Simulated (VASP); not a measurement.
A run of VASP 6.6.1:

INCAR

```
SYSTEM = MgO
PREC = Accurate
ENCUT = 520
EDIFF = 1E-7
ISMEAR = 0
SIGMA = 0.05
LREAL = .FALSE.
LASPH = .TRUE.
NELM = 100
ALGO = Normal
ISIF = 2
LWAVE = .FALSE.
LCHARG = .TRUE.
GGA = PS
LELF = .TRUE.
LVHAR = .TRUE.
NBANDS = 16
```

Contents of KPOINTS:

```
regular mesh
0
G
  9 9 6
  0 0 0
```

Contents of POSCAR:

```
MgO
1.0
    3.4947663863      0.0000000000      0.0000000000
   -1.7473831932      3.0265564708      0.0000000000
    0.0000000000      0.0000000000      4.1947132299
Mg O
2 2
Direct
    0.6545737154      0.3091474307      0.7500000000
    0.3454262846      0.6908525693      0.2500000000
    0.6755705704      0.3511411408      0.2500000000
    0.3244294296      0.6488588592      0.7500000000
```

Potentials or basis: VASP PAW PBE potentials, release 64 (Mg, O).

Run with:

```bash
$ cat potpaw_PBE.64/Mg/POTCAR potpaw_PBE.64/O/POTCAR > POTCAR
$ mpirun -np 1 vasp_std > vasp.out
```

Hardware: 1 thread of Intel(R) Xeon(R) Platinum 8488C (Sapphire Rapids), with other jobs on the host.

**Question.** Estimate the wall time of this run.

**Answer.** It took 74 s on 1 thread of Intel(R) Xeon(R) Platinum 8488C (Sapphire Rapids), on a shared host, peak memory 0.21 GiB. Counts: scf iterations 14, k points 100.
